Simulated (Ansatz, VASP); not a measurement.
**One calculation of Bi2Se3, two programs**

INCAR

```
SYSTEM = Bi2Se3
PREC = Accurate
ENCUT = 520
EDIFF = 1E-6
ISMEAR = -1
SIGMA = 0.02
LREAL = .False.
LASPH = .True.
NELM = 100
ALGO = Normal
ISIF = 2
LWAVE = .False.
LCHARG = .False.
GGA = PE
NBANDS = 32
```

File KPOINTS:

```
regular mesh
0
Gamma
  8 8 8
  0 0 0
```

POSCAR

```
Bi2Se3
1.0
    2.1126072404      1.2197143590      9.5386393249
   -2.1126072404      1.2197143590      9.5386393249
    0.0000000000     -2.4394287179      9.5386393249
Bi Se
2 3
Direct
    0.3996833923      0.3996833923      0.3996833923
    0.6003166077      0.6003166077      0.6003166077
    0.2140293990      0.2140293990      0.2140293990
    0.7859706010      0.7859706010      0.7859706010
    0.0000000000      0.0000000000      0.0000000000
```

Input for Ansatz:

```yaml
crystal:
  lattice:
    - [2.1126072404, 1.219714359, 9.5386393249]
    - [-2.1126072404, 1.219714359, 9.5386393249]
    - [0.0, -2.4394287179, 9.5386393249]
  atoms:
    - { symbol: Bi, position: [0.3996833923, 0.3996833923, 0.3996833923] }
    - { symbol: Bi, position: [0.6003166077, 0.6003166077, 0.6003166077] }
    - { symbol: Se, position: [0.214029399, 0.214029399, 0.214029399] }
    - { symbol: Se, position: [0.785970601, 0.785970601, 0.785970601] }
    - { symbol: Se, position: [0.0, 0.0, 0.0] }
kpoints:
  mp_grid: { grid: [8, 8, 8] }
  band_path:
    path:
      - [0.0, 0.0, 0.0]
      - [0.5, 0.5, 0.5]
      - [0.8233141803, 0.1766858197, 0.5]
      - [0.5, -0.1766858197, 0.1766858197]
      - [0.5, 0.0, 0.0]
      - [0.3383429098, -0.3383429098, 0.0]
      - [0.6616570902, 0.0, 0.3383429098]
      - [0.5, 0.0, 0.5]
    npoints: 1
hamiltonian:
  xc: pbe
scf:
  occupations: { method: fermi_dirac, width: 0.02 }
  n_extra_bands: 5
output:
  forces: true
  stress: true
  eigenvalues: true
```

Change from the starting cell: epitaxial_xy strain +2.0%.

Alike in both runs: task single point; functional PBE; k mesh 8 × 8 × 8; occupations fermi-dirac, width 0.02 eV; no spin polarisation.

|  | VASP | Ansatz |
| --- | --- | --- |
| version | VASP 6.6.1 | Ansatz 0.2.0 |
| potentials or method | VASP PAW PBE potentials, release 64 (Bi_d, Se) | plane waves, PAW |
| plane-wave cutoff (eV) | 520 | 420 |
| valence electrons in the cell | 48 | 78 |

VASP gave:

* pressure (GPa): 1.0
* traceless stress, the component that is largest in VASP (GPa): 0.91
* rms of the force components (eV/Å): 0.070

Problem. What did Ansatz give for the same quantities?

Solution. Pressure (GPa): 1.0; traceless stress, the component that is largest in VASP (GPa): 0.91; rms of the force components (eV/Å): 0.065.

Atom by atom the forces differ by 0.005 eV/Å (rms over components). With one functional, cell and mesh, what is left measures potentials, basis and numerics. VASP's potentials hold 48 valence electrons a cell and Ansatz's 78, so a difference there can come from the potentials and not from the codes.

Spin-orbit coupling is off throughout.
